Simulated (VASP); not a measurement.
## C: relaxation of the atoms with LDA

C, a slab with vacuum:

```
C
1.0
     2.49732    0.00000    0.00000
     0.00000    2.49732    0.00000
     0.00000    0.00000   20.41470
C
6
Cartesian
  1.8730 0.0000 8.0000
  0.6243 0.0000 8.8829
  0.6243 1.2487 9.7659
  1.8730 1.2487 10.6488
  1.8730 0.0000 11.5318
  0.6243 0.0000 12.4147
```

```yaml
Program: VASP 6.6.1
Task: relaxation of the atoms
Functional: LDA
Potentials_or_basis: VASP PAW LDA potentials, release 64 (C)
Cutoff: 520 eV
k_mesh: 10 × 10 × 1
Occupations: fermi-dirac, width 0.02 eV
Spin: no spin polarisation
Dipole_correction: yes
Further_INCAR_settings: ALGO = Normal; EDIFF = 1e-06; IBRION = 2; EDIFFG = -0.01; NSW = 60
```

```
Energy gained by relaxing : 45.0 meV/atom
Ionic steps               : 7
Band gap on the k mesh    : zero (bands 12 and 13 overlap by 0.61 eV)
```

Forces in eV/Å, atoms in the order of the input:
```
C    0.000  0.000  0.003
C    0.000  0.000 -0.002
C    0.000  0.000  0.000
C    0.000  0.000  0.000
C    0.000  0.000  0.002
C    0.000  0.000 -0.003
```

The path:
```csv
step,energy change (eV),largest force (eV/Å),pressure (GPa)
1,0.0000,2.6043,-6.02
2,0.1111,2.9641,-0.48
3,-0.2585,0.2787,-4.34
4,-0.2664,0.2343,-3.80
5,-0.2670,0.3469,-3.60
6,-0.2703,0.0296,-3.27
7,-0.2703,0.0027,-3.29
```

Final structure:
```
C
1.0
     2.49732    0.00000    0.00000
     0.00000    2.49732    0.00000
     0.00000    0.00000   20.41470
C
6
Cartesian
  1.8730 0.0000 8.0745
  0.6243 0.0000 8.8483
  0.6243 1.2487 9.7790
  1.8730 1.2487 10.6357
  1.8730 0.0000 11.5664
  0.6243 0.0000 12.3402
```

Levels at points of the mesh, in eV from the Fermi level:
| k point | band 8 | band 9 | band 10 | band 11 | band 12 | band 13 | band 14 | band 15 | band 16 |
| --- | --- | --- | --- | --- | --- | --- | --- | --- | --- |
| (0.00, 0.00, 0.00) | -4.55 | -3.13 | -2.01 | -0.83 | 0.33 | 2.37 | 4.60 | 4.77 | 4.95 |
| (0.50, 0.00, 0.00) | -5.56 | -2.82 | -2.82 | -1.28 | -1.28 | 3.94 | 3.94 | 8.73 | 8.73 |
| (0.00, 0.50, 0.00) | -3.70 | -3.59 | -3.56 | -1.56 | -0.05 | 0.23 | 0.99 | 7.99 | 9.12 |
| (0.50, 0.50, 0.00) | -7.86 | -7.12 | -7.12 | -1.99 | -1.99 | -0.11 | -0.11 | 7.31 | 7.31 |

Wall time 4.5 min on 1 thread of Intel(R) Xeon(R) Platinum 8259CL CPU @ 2.50GHz (Skylake/Cascade Lake), on a shared host, peak memory 0.21 GiB.
